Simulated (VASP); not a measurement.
Input of a VASP 6.6.1 run:

File INCAR:

```
PREC = Accurate
ENCUT = 520
EDIFF = 1E-6
ISMEAR = 0
SIGMA = 0.1
LREAL = F
LASPH = T
NELM = 100
ALGO = Normal
ISIF = 2
LWAVE = F
LCHARG = F
LDIPOL = T
IDIPOL = 3
DIPOL = 0.5 0.5 0.287
GGA = PE
NBANDS = 74
```

KPOINTS

```
Automatic mesh
0
Gamma
  5 5 1
```

File POSCAR:

```
HPt6
1.0
    5.6143281343      0.0000000000      0.0000000000
    0.0000000000      5.6143281343      0.0000000000
    0.0000000000      0.0000000000     21.8513792319
Pt H
12 2
Direct
    0.2500000000      0.2500000000      0.1830548066
    0.2500000000      0.7500000000      0.1830548066
    0.7500000000      0.2500000000      0.1830548066
    0.7500000000      0.7500000000      0.1830548066
    0.0000000000      0.0000000000      0.2712126041
    0.0000000000      0.5000000000      0.2712126041
    0.5000000000      0.0000000000      0.2712126041
    0.5000000000      0.5000000000      0.2712126041
    0.2500000000      0.2500000000      0.3593081768
    0.2500000000      0.7500000000      0.3593081768
    0.7500000000      0.2500000000      0.3593081768
    0.7500000000      0.7500000000      0.3593081768
   -0.1331414877      0.0000000000      0.3799018425
    0.1331414877      0.0000000000      0.3799018425
```

Potentials or basis: VASP PAW PBE potentials, release 64 (Pt, H).

Command:

```sh
$ cat potpaw_PBE.64/Pt/POTCAR potpaw_PBE.64/H/POTCAR > POTCAR
$ mpirun -np 1 vasp_std > vasp.out
```

**Question.** What does it give for the largest force?

**Answer.** 1.952 eV/Å.

**Question.** Estimate the band gap on the k mesh.

**Answer.** Zero (bands 61 and 62 overlap by 0.16 eV).

Forces on the atoms (eV/Å):
```
Pt  -0.040  0.029 -0.038
Pt  -0.040 -0.029 -0.038
Pt   0.040  0.029 -0.038
Pt   0.040 -0.029 -0.038
Pt   0.000  0.000 -1.236
Pt   0.000  0.000 -0.399
Pt   0.000  0.000 -0.590
Pt   0.000  0.000 -0.056
Pt   0.783  1.781 -0.159
Pt   0.783 -1.781 -0.159
Pt  -0.783  1.781 -0.159
Pt  -0.783 -1.781 -0.159
H    0.319  0.000  1.535
H   -0.319  0.000  1.535
```

Caveat: spin-orbit coupling is left out, which moves the levels of the heavy elements.
